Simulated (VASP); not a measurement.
# Sr2C (Fm-3m) in VASP: a series of runs

The runs below take Sr2C through single point, with PBE, r2SCAN.

All numbers are computed with VASP 6.6.1; they aren't measurements. Logs are shortened: lines on timing, memory, paths and dates and some standing lists are left out, and cuts for length are marked.

## (1) The cell of the first run

Symmetry: Fm-3m, No. 225, cubic system. The conventional cell has a = 6.872 Å, b = 6.872 Å, c = 6.872 Å, α = 90.00°, β = 90.00°, γ = 90.00°. Within 3.9 Å of C (site symmetry m-3m) lie 8 Sr at 2.98 Å. Within 3.9 Å of Sr (site symmetry -43m) lie 4 C at 2.98 Å and 6 Sr at 3.44 Å.

## (2) Single point, PBE (volume changed by +6%)

Input file INCAR:

```
  PREC = Accurate
  ENCUT = 520
  EDIFF = 1E-6
  ISMEAR = -1
  SIGMA = 0.02
  LREAL = False
  LASPH = True
  NELM = 100
  ALGO = Normal
  ISIF = 2
  LWAVE = False
  LCHARG = False
  GGA = PE
  NBANDS = 19
```

Input file KPOINTS:

```
regular mesh
0
Gamma
  6 6 6
```

Input file POSCAR:

```
Sr2C
1.0
    0.0000000000      3.4361821448      3.4361821448
    3.4361821448      0.0000000000      3.4361821448
    3.4361821448      3.4361821448      0.0000000000
C Sr
1 2
Direct
    0.0000000000      0.0000000000      0.0000000000
    0.2500000000      0.2500000000      0.2500000000
    0.7500000000      0.7500000000      0.7500000000
```

Potentials or basis: VASP PAW PBE potentials, release 64 (C, Sr_sv).

Run with:

```bash
$ cat potpaw_PBE.64/C/POTCAR potpaw_PBE.64/Sr_sv/POTCAR > POTCAR
$ mpirun -np 1 vasp_std > vasp.out
```

OUTCAR:

```text
PREC = Accurate
   ENCUT = 520
   EDIFF = 1E-6
   ISMEAR = -1
   LREAL = False
   LASPH = True
   NELM = 100
   ISIF = 2
   GGA = PE

 ion  position               nearest neighbor table
   1  0.000  0.000  0.000-   3 2.98   3 2.98   3 2.98   2 2.98   3 2.98   2 2.98   2 2.98   2 2.98

   2  0.250  0.250  0.250-   1 2.98   1 2.98   1 2.98   1 2.98   3 3.44   3 3.44   3 3.44   3 3.44
                             3 3.44   3 3.44
   3  0.750  0.750  0.750-   1 2.98   1 2.98   1 2.98   1 2.98   2 3.44   2 3.44   2 3.44   2 3.44
                             2 3.44   2 3.44

  LATTYP: Found a face centered cubic cell.
 ALAT       =     6.8723642896

  Lattice vectors:

 A1 = (   0.0000000000,   3.4361821448,   3.4361821448)
 A2 = (   3.4361821448,   0.0000000000,   3.4361821448)
 A3 = (   3.4361821448,   3.4361821448,   0.0000000000)

Analysis of symmetry for initial positions (statically):
=====================================================================
 Subroutine PRICEL returns:
 Original cell was already a primitive cell.

 Routine SETGRP: Setting up the symmetry group for a
 face centered cubic supercell.

 Subroutine GETGRP returns: Found 48 space group operations
 (whereof 48 operations were pure point group operations)
 out of a pool of 48 trial point group operations.

The static configuration has the point symmetry O_h .

Analysis of symmetry for dynamics (positions and initial velocities):
=====================================================================
 Subroutine PRICEL returns:
 Original cell was already a primitive cell.

 Routine SETGRP: Setting up the symmetry group for a
 face centered cubic supercell.

 Subroutine GETGRP returns: Found 48 space group operations
 (whereof 48 operations were pure point group operations)
 out of a pool of 48 trial point group operations.

The dynamic configuration has the point symmetry O_h .

 Subroutine INISYM returns: Found 48 space group operations
 (whereof 48 operations are pure point group operations),
 and found     1 'primitive' translations

----------------------------------------------------------------------------------------

                                     Primitive cell

  volume of cell :      81.1444

  direct lattice vectors                    reciprocal lattice vectors
[... 75 lines left out ...]
   LNONCOLLINEAR =      F non collinear calculations
   LSORBIT =      F    spin-orbit coupling
   LASPH  =      T    aspherical Exc in radial PAW
   ENCUT  =  520.0 eV  38.22 Ry    6.18 a.u.   9.04  9.04  9.04*2*pi/ulx,y,z
   NELM   =    100;   NELMIN=  2; NELMDL= -5     # of ELM steps
   EDIFF  = 0.1E-05   stopping-criterion for ELM
   LREAL  =      F    real-space projection
   EDIFFG = 0.1E-04   stopping-criterion for IOM
   NSW    =      0    number of steps for IOM
   IBRION =     -1    ionic relax: 0-MD 1-quasi-New 2-CG
   NFREE  =      0    steps in history (QN), initial steepest desc. (CG)
   ISIF   =      2    stress and relaxation
   ISYM   =      2    0-nonsym 1-usesym 2-fastsym
   POTIM  = 0.5000    time-step for ionic-motion
   TEBEG  =    0.0;   TEEND  =   0.0 temperature during run
   PSTRESS=    0.0 pullay stress
   NELECT =      24.0000    total number of electrons
   NUPDOWN=      -1.0000    fix difference up-down
   EMIN   =  10.00;   EMAX   =-10.00  energy-range for DOS
   EFERMI =   0.00;   METHOD = LEGACY
   ISMEAR =    -1;   SIGMA  =   0.02  broadening in eV -4-tet -1-fermi 0-gaus
   EFERMI_NEDOS =   21; number of points for ismear=-14 and -15
   IALGO  =     38    algorithm
   IMIX   =      4    mixing-type and parameters
     AMIX     =   0.40;   BMIX     =  1.00
     AMIX_MAG =   1.60;   BMIX_MAG =  1.00
  volume/ion in A,a.u.               =      27.05       182.53
  Fermi-wavevector in a.u.,A,eV,Ry     =   1.090751  2.061221 16.187373  1.189738
  Thomas-Fermi vector in A             =   2.226982
   LORBIT       =      0    0 simple, 1 ext, 2 COOP (PROOUT), +10 PAW based schemes
   GGA     = PE    functional components
   LHFCALC =     F    Hartree Fock is set to
   AEXX    =    0.0000 exact exchange contribution
   IVDW    =     0    specifies the selected vdW correction
   LEPSILON=     F    determine dielectric tensor
   LRPA    =     F    only Hartree local field effects (RPA)
 non-spin polarized calculation
  energy-cutoff  :      520.00
  volume of cell :       81.14
 maximum number of plane-waves:      2202
   NGX = 19   NGY = 19   NGZ = 19

 number of electron      23.9999999 magnetization

 Free energy of the ion-electron system (eV)
  ---------------------------------------------------
  ext. energy  EPLUGINS =         0.00000000
  ---------------------------------------------------
  free energy    TOTEN  =       -10.60640111 eV

  energy without entropy =      -10.60391282  energy(sigma->0) =      -10.60515697

 E-fermi :   2.6623     XC(G=0):  -8.8890

 val. band max:        2.6550257018   @ k =   0.5000   0.5000   0.0000
 cond. band min:       2.7163409905   @ k =  -0.3333   0.5000   0.1667
 fundamental gap:      0.0613152887
 Fermi energy:         2.6623260273

 k-point     1 :       0.0000    0.0000    0.0000
  band No.  band energies     occupation
      1     -32.8260      2.00000
      2     -32.6166      2.00000
      3     -15.0401      2.00000
      4     -15.0401      2.00000
      5     -15.0401      2.00000
      6     -14.4945      2.00000
[... 329 lines left out ...]
      6     -14.6134      2.00000
[... 11 lines left out ...]
     18       6.9617      0.00000
     19       8.1906      0.00000

------------------------ aborting loop because EDIFF is reached ----------------------------------------

  FORCE on cell =-STRESS in cart. coord.  units (eV):
  Direction    XX          YY          ZZ          XY          YZ          ZX
  --------------------------------------------------------------------------------------
  -------------------------------------------------------------------------------------
  Total       -0.7626902     -0.7626902     -0.7626902      0.0000000      0.0000000      0.0000000
  in kB      -15.0591417    -15.0591417    -15.0591417      0.0000000      0.0000000      0.0000000
  external PRESSURE =     -15.0591417 kB  Pullay stress =       0.0000000 kB

 VOLUME and BASIS-vectors are now :
 -----------------------------------------------------------------------------
  energy-cutoff  :      520.00
  volume of cell :       81.14
      direct lattice vectors                 reciprocal lattice vectors
     0.000000000  3.436182145  3.436182145    -0.145510331  0.145510331  0.145510331
     3.436182145  0.000000000  3.436182145     0.145510331 -0.145510331  0.145510331
     3.436182145  3.436182145  0.000000000     0.145510331  0.145510331 -0.145510331

 POSITION                                       TOTAL-FORCE (eV/Angst)
 -----------------------------------------------------------------------------------
      0.00000      0.00000      0.00000        -0.000000     -0.000000      0.000000
      1.71809      1.71809      1.71809         0.000000      0.000000      0.000000
      5.15427      5.15427      5.15427        -0.000000     -0.000000     -0.000000
 -----------------------------------------------------------------------------------
    total drift:                                0.000000      0.000000      0.000000

  FREE ENERGIE OF THE ION-ELECTRON SYSTEM (eV)
  ---------------------------------------------------
  free  energy   TOTEN  =       -10.6064011147 eV

  energy  without entropy=      -10.6039128155  energy(sigma->0) =      -10.60515697
```

Wall time 51 s (1 thread of AMD EPYC 7R13, shared host); peak memory 0.18 GiB.

What came out:

```yaml
Free_energy: -10.6064 eV
Pressure: -1.5 GPa
Band_gap_on_the_k_mesh: zero (band 12 reaches 2.65 eV, above the bottom of band 13 at 2.40 eV)
```

## (3) Single point, r2SCAN (volume changed by -6%)

Input file POSCAR:

```
Sr2C
1.0
    0.0000000000      3.2915488607      3.2915488607
    3.2915488607      0.0000000000      3.2915488607
    3.2915488607      3.2915488607      0.0000000000
C Sr
1 2
Direct
    0.0000000000      0.0000000000      0.0000000000
    0.2500000000      0.2500000000      0.2500000000
    0.7500000000      0.7500000000      0.7500000000
```

Input file INCAR.step1:

```
SYSTEM = Sr2C
PREC = Accurate
ENCUT = 520
ISMEAR = -1
SIGMA = 0.02
LREAL = .False.
LASPH = .True.
NELM = 60
NBANDS = 19
GGA = PE
ALGO = Normal
EDIFF = 1E-4
LWAVE = .True.
LCHARG = .False.
```

Input file INCAR.step2:

```
SYSTEM = Sr2C
PREC = Accurate
ENCUT = 520
EDIFF = 1E-6
ISMEAR = -1
SIGMA = 0.02
LREAL = .False.
LASPH = .True.
NELM = 60
ALGO = Normal
ISIF = 2
LWAVE = .False.
LCHARG = .False.
METAGGA = R2SCAN
LMIXTAU = .True.
NBANDS = 19
ISTART = 1
```

Input file KPOINTS:

```
Automatic mesh
0
Gamma
  6 6 6
  0 0 0
```

Potentials or basis: VASP PAW PBE potentials, release 64 (C, Sr_sv).

Run with:

```bash
$ cat potpaw_PBE.64/C/POTCAR potpaw_PBE.64/Sr_sv/POTCAR > POTCAR
$ cp INCAR.step1 INCAR
$ mpirun -np 1 vasp_std > vasp.out
$ cp INCAR.step2 INCAR
$ mpirun -np 1 vasp_std > vasp.out
```

OUTCAR:

```text
SYSTEM = Sr2C
   PREC = Accurate
   ENCUT = 520
   EDIFF = 1E-6
   ISMEAR = -1
   LREAL = .False.
   LASPH = .True.
   NELM = 60
   ISIF = 2
   METAGGA = R2SCAN
   ISTART = 1

 ion  position               nearest neighbor table
   1  0.000  0.000  0.000-   3 2.85   3 2.85   3 2.85   2 2.85   2 2.85   2 2.85   3 2.85   2 2.85

   2  0.250  0.250  0.250-   1 2.85   1 2.85   1 2.85   1 2.85   3 3.29   3 3.29   3 3.29   3 3.29
                             3 3.29   3 3.29
   3  0.750  0.750  0.750-   1 2.85   1 2.85   1 2.85   1 2.85   2 3.29   2 3.29   2 3.29   2 3.29
                             2 3.29   2 3.29

  LATTYP: Found a face centered cubic cell.
 ALAT       =     6.5830977214

  Lattice vectors:

 A1 = (   0.0000000000,   3.2915488607,   3.2915488607)
 A2 = (   3.2915488607,   0.0000000000,   3.2915488607)
 A3 = (   3.2915488607,   3.2915488607,   0.0000000000)

Analysis of symmetry for initial positions (statically):
=====================================================================
 Subroutine PRICEL returns:
 Original cell was already a primitive cell.

 Routine SETGRP: Setting up the symmetry group for a
 face centered cubic supercell.

 Subroutine GETGRP returns: Found 48 space group operations
 (whereof 48 operations were pure point group operations)
 out of a pool of 48 trial point group operations.

The static configuration has the point symmetry O_h .

Analysis of symmetry for dynamics (positions and initial velocities):
=====================================================================
 Subroutine PRICEL returns:
 Original cell was already a primitive cell.

 Routine SETGRP: Setting up the symmetry group for a
 face centered cubic supercell.

 Subroutine GETGRP returns: Found 48 space group operations
 (whereof 48 operations were pure point group operations)
 out of a pool of 48 trial point group operations.

The dynamic configuration has the point symmetry O_h .

 Subroutine INISYM returns: Found 48 space group operations
 (whereof 48 operations are pure point group operations),
 and found     1 'primitive' translations

----------------------------------------------------------------------------------------

                                     Primitive cell

  volume of cell :      71.3232

  direct lattice vectors                    reciprocal lattice vectors
     0.000000000  3.291548861  3.291548861    -0.151904171  0.151904171  0.151904171
     3.291548861  0.000000000  3.291548861     0.151904171 -0.151904171  0.151904171
     3.291548861  3.291548861  0.000000000     0.151904171  0.151904171 -0.151904171

  length of vectors
     4.654953040  4.654953040  4.654953040     0.263105742  0.263105742  0.263105742

  position of ions in fractional coordinates (direct lattice)
     0.000000000  0.000000000  0.000000000
     0.250000000  0.250000000  0.250000000
     0.750000000  0.750000000  0.750000000

  ion indices of the primitive-cell ions
   primitive index   ion index
                 1           1
                 2           2
                 3           3

----------------------------------------------------------------------------------------

 KPOINTS: Automatic mesh

Automatic generation of k-mesh.
 Grid dimensions read from file:
 generate k-points for:    6    6    6

 Generating k-lattice:

  Cartesian coordinates                     Fractional coordinates (reciprocal lattice)
    -0.025317362  0.025317362  0.025317362     0.166666667  0.000000000  0.000000000
     0.025317362 -0.025317362  0.025317362     0.000000000  0.166666667  0.000000000
     0.025317362  0.025317362 -0.025317362     0.000000000  0.000000000  0.166666667

  Length of vectors
     0.043850957  0.043850957  0.043850957

  Shift w.r.t. Gamma in fractional coordinates (k-lattice)
     0.000000000  0.000000000  0.000000000

 Subroutine IBZKPT returns following result:
 ===========================================

 Found     16 irreducible k-points:

 Following reciprocal coordinates:
            Coordinates               Weight
  0.000000  0.000000  0.000000      1.000000
  0.166667  0.000000  0.000000      8.000000
  0.333333  0.000000  0.000000      8.000000
  0.500000  0.000000  0.000000      4.000000
  0.166667  0.166667  0.000000      6.000000
  0.333333  0.166667  0.000000     24.000000
[... 8 lines left out ...]
 -0.333333  0.333333  0.166667     24.000000
 -0.333333  0.500000  0.166667     12.000000
   k-points           NKPTS =     16   k-points in BZ     NKDIM =     16   number of bands    NBANDS=     19
   number of dos      NEDOS =    301   number of ions     NIONS =      3
   total plane-waves  NPLWV =  46656
   dimension x,y,z NGX =    36 NGY =   36 NGZ =   36
   dimension x,y,z NGXF=    72 NGYF=   72 NGZF=   72
   ions per type =               1   2
   NGX,Y,Z   is equivalent  to a cutoff of  12.86, 12.86, 12.86 a.u.
   NGXF,Y,Z  is equivalent  to a cutoff of  25.71, 25.71, 25.71 a.u.
 SYSTEM =  Sr2C
   PREC   = accura    normal or accurate (medium, high low for compatibility)
   ISTART =      1    job   : 0-new  1-cont  2-samecut
   ICHARG =      0    charge: 1-file 2-atom 10-const
   ISPIN  =      1    spin polarized calculation?
   LNONCOLLINEAR =      F non collinear calculations
   LSORBIT =      F    spin-orbit coupling
   LASPH  =      T    aspherical Exc in radial PAW
   ENCUT  =  520.0 eV  38.22 Ry    6.18 a.u.   8.66  8.66  8.66*2*pi/ulx,y,z
   NELM   =     60;   NELMIN=  2; NELMDL=  0     # of ELM steps
   EDIFF  = 0.1E-05   stopping-criterion for ELM
   LREAL  =      F    real-space projection
   EDIFFG = 0.1E-04   stopping-criterion for IOM
   NSW    =      0    number of steps for IOM
   IBRION =     -1    ionic relax: 0-MD 1-quasi-New 2-CG
   NFREE  =      0    steps in history (QN), initial steepest desc. (CG)
   ISIF   =      2    stress and relaxation
   ISYM   =      2    0-nonsym 1-usesym 2-fastsym
   POTIM  = 0.5000    time-step for ionic-motion
   TEBEG  =    0.0;   TEEND  =   0.0 temperature during run
   PSTRESS=    0.0 pullay stress
   NELECT =      24.0000    total number of electrons
   NUPDOWN=      -1.0000    fix difference up-down
   EMIN   =  10.00;   EMAX   =-10.00  energy-range for DOS
   EFERMI =   0.00;   METHOD = LEGACY
   ISMEAR =    -1;   SIGMA  =   0.02  broadening in eV -4-tet -1-fermi 0-gaus
   EFERMI_NEDOS =   21; number of points for ismear=-14 and -15
   IALGO  =     38    algorithm
   IMIX   =      4    mixing-type and parameters
     AMIX     =   0.40;   BMIX     =  1.00
     AMIX_MAG =   1.60;   BMIX_MAG =  1.00
  volume/ion in A,a.u.               =      23.77       160.44
  Fermi-wavevector in a.u.,A,eV,Ry     =   1.138680  2.151793 17.641200  1.296592
  Thomas-Fermi vector in A             =   2.275384
   LORBIT       =      0    0 simple, 1 ext, 2 COOP (PROOUT), +10 PAW based schemes
   METAGGA = R2SCAN    functional components
   LHFCALC =     F    Hartree Fock is set to
   AEXX    =    0.0000 exact exchange contribution
   IVDW    =     0    specifies the selected vdW correction
   LEPSILON=     F    determine dielectric tensor
   LRPA    =     F    only Hartree local field effects (RPA)
 non-spin polarized calculation
  energy-cutoff  :      520.00
  volume of cell :       71.32
 maximum number of plane-waves:      1948
 NGX is ok and might be reduce to    36
   NGX = 17   NGY = 17   NGZ = 17

 number of electron      24.0000000 magnetization

 Free energy of the ion-electron system (eV)
  ---------------------------------------------------
  ext. energy  EPLUGINS =         0.00000000
  ---------------------------------------------------
  free energy    TOTEN  =       -38.56241599 eV

  energy without entropy =      -38.56136666  energy(sigma->0) =      -38.56189133

 E-fermi :   3.3604     XC(G=0):  -9.8638

 val. band max:        3.3586639441   @ k =   0.5000   0.5000   0.0000
 cond. band min:       3.5246498883   @ k =  -0.3333   0.5000   0.1667
 fundamental gap:      0.1659859441
 Fermi energy:         3.3604375381

 k-point     1 :       0.0000    0.0000    0.0000
  band No.  band energies     occupation
      1     -33.3581      2.00000
      2     -33.0169      2.00000
      3     -15.0221      2.00000
      4     -15.0221      2.00000
      5     -15.0221      2.00000
      6     -14.2759      2.00000
[... 11 lines left out ...]
     18       9.1706      0.00000
     19      11.6483      0.00000
[... 313 lines left out ...]
      3     -15.4037      2.00000
      4     -15.2679      2.00000
      5     -14.9646      2.00000
      6     -14.4412      2.00000
[... 11 lines left out ...]
     18       8.4141      0.00000
     19       9.6571      0.00000

------------------------ aborting loop because EDIFF is reached ----------------------------------------

  FORCE on cell =-STRESS in cart. coord.  units (eV):
  Direction    XX          YY          ZZ          XY          YZ          ZX
  --------------------------------------------------------------------------------------
  -------------------------------------------------------------------------------------
  Total        1.2982143      1.2982143      1.2982143     -0.0000000      0.0000000     -0.0000000
  in kB       29.1625884     29.1625884     29.1625884     -0.0000000      0.0000000     -0.0000000
  external PRESSURE =      29.1625884 kB  Pullay stress =       0.0000000 kB

 VOLUME and BASIS-vectors are now :
 -----------------------------------------------------------------------------
  energy-cutoff  :      520.00
  volume of cell :       71.32
      direct lattice vectors                 reciprocal lattice vectors
     0.000000000  3.291548861  3.291548861    -0.151904171  0.151904171  0.151904171
     3.291548861  0.000000000  3.291548861     0.151904171 -0.151904171  0.151904171
     3.291548861  3.291548861  0.000000000     0.151904171  0.151904171 -0.151904171

 POSITION                                       TOTAL-FORCE (eV/Angst)
 -----------------------------------------------------------------------------------
      0.00000      0.00000      0.00000        -0.000000      0.000000     -0.000000
      1.64577      1.64577      1.64577        -0.000000     -0.000000     -0.000000
      4.93732      4.93732      4.93732         0.000000      0.000000      0.000000
 -----------------------------------------------------------------------------------
    total drift:                                0.000000      0.000000      0.000000

  FREE ENERGIE OF THE ION-ELECTRON SYSTEM (eV)
  ---------------------------------------------------
  free  energy   TOTEN  =       -38.5624159946 eV

  energy  without entropy=      -38.5613666579  energy(sigma->0) =      -38.56189133
```

Run time: 2.8 min. Hardware: 1 thread of AMD EPYC 7R13, shared host; peak memory 0.19 GiB.

Results:

```yaml
Free_energy: -38.5624 eV
Pressure: 2.9 GPa
```

Caveat: the PAW data sets were made with another functional, which shifts forces and pressure a little.

(Continued in part 2 of 2.)
